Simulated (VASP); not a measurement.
Set up this calculation in VASP 6.6.1, as the native input.

| Item | Value |
| --- | --- |
| Task | single point |
| Functional | LDA |
| Potentials or basis | VASP PAW LDA potentials, release 64 (Ta_pv, N) |
| Cutoff | 520 eV |
| k mesh | 10 × 10 × 9 |
| Occupations | fermi-dirac, width 0.05 eV |
| Spin | no spin polarisation |
| Dipole correction | no |
| Further INCAR settings | ALGO = Normal; EDIFF = 1e-06; NBANDS = 15 |

The structure of TaN lies in POSCAR:

```
TaN
1.0
    2.8780239874      0.0000000000      0.0000000000
   -1.4390119937      2.4924418858      0.0000000000
    0.0000000000      0.0000000000      2.8241467514
Ta N
1 1
Direct
    0.0000000000      0.0000000000      0.5000000000
    0.6666666667      0.3333333333      0.0000000000
```

The input as run:

INCAR

```
SYSTEM = TaN
ALGO = Normal
EDIFF = 1E-6
ENCUT = 520
GGA = CA
ISIF = 2
ISMEAR = -1
LASPH = .TRUE.
LCHARG = .TRUE.
LELF = .TRUE.
LREAL = .FALSE.
LVHAR = .TRUE.
LWAVE = .FALSE.
NBANDS = 15
NELM = 60
PREC = Accurate
SIGMA = 0.05
```

KPOINTS

```
k-points
0
G
  10 10 9
  0 0 0
```

Potentials or basis: VASP PAW LDA potentials, release 64 (Ta_pv, N).

Launch:

```bash
$ cat potpaw_LDA.64/Ta_pv/POTCAR potpaw_LDA.64/N/POTCAR > POTCAR
$ mpirun -np 1 vasp_std > vasp.out
```

Results of the run:

```yaml
Pressure: 14.3 GPa
Band_gap_on_the_k_mesh: zero (band 8 reaches 8.98 eV, above the bottom of band 9 at 8.67 eV)
```

Caveat: spin-orbit coupling is left out, which moves the levels of the heavy elements.

Run time: 8.9 s on 1 thread of Intel(R) Xeon(R) Platinum 8375C CPU @ 2.90GHz (Ice Lake), with other jobs on the host, peak memory 0.14 GiB.
